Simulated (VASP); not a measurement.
## Be3H: relaxation of cell and atoms with PBE

The system is Be3H.

```
Be H
1.0
     4.30402    0.00000    0.00000
    -2.15201    3.72739    0.00000
     0.00000    0.00000    3.58616
Be H
6 2
Direct
  0.04214 0.33538 0.25851
  0.66462 0.70676 0.25851
  0.29324 0.95786 0.25851
  0.70676 0.04214 0.74149
  0.33538 0.29324 0.74149
  0.95786 0.66462 0.74149
  0.33333 0.66667 0.03077
  0.66667 0.33333 0.96923
```

* Program: VASP 6.6.1
* Task: relaxation of cell and atoms
* Functional: PBE
* Potentials or basis: VASP PAW PBE potentials, release 64 (Be, H)
* Cutoff: 600 eV
* k mesh: 12 × 12 × 10
* Occupations: gaussian, width 0.1 eV
* Spin: no spin polarisation
* Dipole correction: no
* Further INCAR settings: ALGO = Normal; EDIFF = 1e-06; IBRION = 2; EDIFFG = -0.01; NSW = 100; ISIF = 3

| Item | Value |
| --- | --- |
| Relaxed volume | 7.23 Å³/atom |
| Relaxed cell | a = 4.321 Å, b = 4.321 Å, c = 3.576 Å, α = 90.00°, β = 90.00°, γ = 120.00° |
| Space group after relaxing (to 0.05 Å) | P-3 (No. 147) |
| Energy gained by relaxing | 0.3 meV/atom |
| Ionic steps | 10 |
| Pressure after relaxing | 0.1 GPa |
| Largest force after relaxing | 0.007 eV/Å |
| Band gap on the k mesh | zero (band 7 reaches 7.71 eV, above the bottom of band 8 at 4.36 eV) |

Forces on the atoms (eV/Å):
```
Be   0.004 -0.006 -0.001
Be   0.003  0.006 -0.001
Be  -0.007  0.000 -0.001
Be   0.007  0.000  0.001
Be  -0.003 -0.006  0.001
Be  -0.004  0.006  0.001
H    0.000  0.000  0.003
H    0.000  0.000 -0.003
```

Stress tensor (GPa, compression positive):
```
0.05 0.00 0.00
0.00 0.05 0.00
0.00 0.00 0.16
```

The path:
| step | energy change (eV) | largest force (eV/Å) | pressure (GPa) | volume (Å³) |
| --- | --- | --- | --- | --- |
| 1 | 0.0000 | 0.0532 | 0.06 | 57.53 |
| 2 | -0.0008 | 0.0203 | 0.05 | 57.55 |
| 3 | -0.0009 | 0.0181 | 0.04 | 57.57 |
| 4 | -0.0010 | 0.0161 | 0.03 | 57.58 |
| 5 | -0.0013 | 0.0150 | 0.00 | 57.64 |
| 6 | -0.0013 | 0.0317 | -0.05 | 57.75 |
| 7 | -0.0013 | 0.0221 | -0.03 | 57.70 |
| 8 | -0.0014 | 0.0205 | -0.01 | 57.71 |
| 9 | -0.0017 | 0.0158 | 0.02 | 57.74 |
| 10 | -0.0021 | 0.0072 | 0.09 | 57.81 |

Final structure:
```
CELL_PARAMETERS angstrom
4.32058 0.00000 0.00000
-2.16029 3.74173 0.00000
0.00000 0.00000 3.57588
ATOMIC_POSITIONS crystal
Be 0.04696 0.33626 0.25986
Be 0.66374 0.71070 0.25986
Be 0.28930 0.95304 0.25986
Be 0.71070 0.04696 0.74014
Be 0.33626 0.28930 0.74014
Be 0.95304 0.66374 0.74014
H 0.33333 0.66667 0.03247
H 0.66667 0.33333 0.96753
```

Levels at points of the mesh, in eV from the Fermi level:
```tsv
k point	band 3	band 4	band 5	band 6	band 7	band 8	band 9	band 10	band 11	band 12
(0.00, 0.00, 0.00)	-5.59	-3.19	-2.39	-2.39	-1.72	-1.72	1.42	4.92	4.92	5.96
(0.50, 0.00, 0.00)	-6.85	-3.93	-2.19	-1.41	0.76	1.17	2.90	3.09	3.10	4.60
(0.00, 0.00, 0.50)	-6.05	-2.66	-1.89	-1.89	-1.62	-1.62	-0.42	0.84	3.46	3.46
(0.50, 0.00, 0.50)	-6.36	-6.23	-4.88	-3.75	-0.88	-0.45	4.31	5.31	6.01	6.31
```

Wall time 14 min on 1 thread of Oxide Virtual Turin-like Processor (shared host), peak memory 0.3 GiB.
